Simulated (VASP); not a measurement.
Input of a VASP 6.6.1 run:

Contents of INCAR:

```
  PREC = Accurate
  ENCUT = 600
  EDIFF = 1E-6
  ISMEAR = 0
  SIGMA = 0.0304
  LREAL = F
  LASPH = T
  NELM = 200
  ALGO = Normal
  ISIF = 2
  LWAVE = F
  LCHARG = F
  ISPIN = 2
  MAGMOM = 3 3 0 0
  LORBIT = 11
  LMAXMIX = 4
  LDAU = T
  LDAUTYPE = 2
  LDAUL = 2 -1
  LDAUU = 1.77 0
  LDAUJ = 0 0
  LDAUPRINT = 1
  GGA = PE
  ISYM = 0
  NBANDS = 27
  GGA_COMPAT = F
```

File KPOINTS:

```
Automatic mesh
0
Gamma
  7 7 7
```

Contents of POSCAR:

```
CoO
1.0
    4.3282153400      2.1641076700      2.1641076700
    2.1641076700      4.3282153400      2.1641076700
    2.1641076700      2.1641076700      4.3282153400
Co O
2 2
Direct
    0.0000000000      0.0000000000      0.0000000000
    0.5000000000      0.5000000000      0.5000000000
    0.2500000000      0.2500000000      0.2500000000
    0.7500000000      0.7500000000      0.7500000000
```

Potentials or basis: VASP PAW PBE potentials, release 64 (Co, O).

Run with:

```bash
$ cat potpaw_PBE.64/Co/POTCAR potpaw_PBE.64/O/POTCAR > POTCAR
$ mpirun -np 1 vasp_std > vasp.out
```

Estimate the band gap on the k mesh.

zero (filled and empty bands overlap).

Predict the net moment.

6.00 μB per cell.

What does it give for the site moments?

Co +2.69; O +0.28 μB.

Eigenvalues of the final occupation matrices:
| site | spin | trace | eigenvalues |
| --- | --- | --- | --- |
| site 1 d | 1 | 4.89 | 0.96 0.96 0.96 1.00 1.00 |
| site 1 d | 2 | 2.24 | 0.15 0.15 0.64 0.65 0.65 |
| site 2 d | 1 | 4.89 | 0.96 0.96 0.96 1.00 1.00 |
| site 2 d | 2 | 2.24 | 0.15 0.15 0.64 0.65 0.65 |

Caveat: the cell stands under tension. The state reached can hang on the start; a lower one may exist.
